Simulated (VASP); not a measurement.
A run of VASP 6.6.1 is set up as follows.

The input INCAR:

```
  PREC = Accurate
  ENCUT = 520
  EDIFF = 1E-6
  ISMEAR = 0
  SIGMA = 0.1
  LREAL = F
  LASPH = T
  NELM = 100
  ALGO = Normal
  ISIF = 2
  LWAVE = F
  LCHARG = F
  GGA = PE
  NBANDS = 14
```

KPOINTS

```
Automatic mesh
0
Gamma
  15 15 8
```

POSCAR

```
TiAl
1.0
    2.8672622327      0.0000000000      0.0000000000
   -1.4336311163      2.4831219328      0.0000000000
    0.0000000000      0.0000000000      4.6780830000
Ti Al
1 1
Direct
    0.0000000000      0.0000000000      0.0000000000
    0.4118053991      0.6666666700      0.5000000000
```

Potentials or basis: VASP PAW PBE potentials, release 64 (Ti_sv, Al).

Command:

```bash
$ cat potpaw_PBE.64/Ti_sv/POTCAR potpaw_PBE.64/Al/POTCAR > POTCAR
$ mpirun -np 1 vasp_std > vasp.out
```

(1) Predict the pressure.

(2) What does it give for the largest force?

Results:

(1) 0.6 GPa.

(2) 0.445 eV/Å.

Caveat: the cell differs from its parent crystal (one atom moved).
